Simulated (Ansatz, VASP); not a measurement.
# Two plane-wave programs on V

```
CELL_PARAMETERS angstrom
2.57400 0.00000 0.00000
-1.28700 2.22915 0.00000
0.00000 0.00000 4.64138
ATOMIC_POSITIONS crystal
V 0.33333 0.66667 0.25000
V 0.66667 0.33333 0.75000
```

Alike in both runs: task single point; functional PBEsol; k mesh 6 × 6 × 4; occupations gaussian, width 0.1 eV; no spin polarisation.

```csv
,VASP,Ansatz
version,VASP 6.6.1,Ansatz 0.2.0
potentials or method,"VASP PAW PBE potentials, release 64 (V_sv), cutoff 500 eV","scalar-relativistic, plane waves, PAW"
valence electrons in the cell,26,26
```

VASP gave:

| Quantity | Value |
| --- | --- |
| gap on the k mesh at the Fermi level (eV) | none |
| pressure (GPa) | -0.6 |
| traceless stress, the component that is largest in VASP (GPa) | 1.33 |

Question: Estimate Ansatz's values.

Answer: gap on the k mesh at the Fermi level (eV): none; pressure (GPa): -0.6; traceless stress, the component that is largest in VASP (GPa): 1.25.

VASP's potentials were made for PBE, not for PBEsol, and Ansatz warns of the same on its side. A gap of «none» marks a metal or a gap that the smearing closes.

The k mesh is coarse, so the values compare programs but aren't converged.
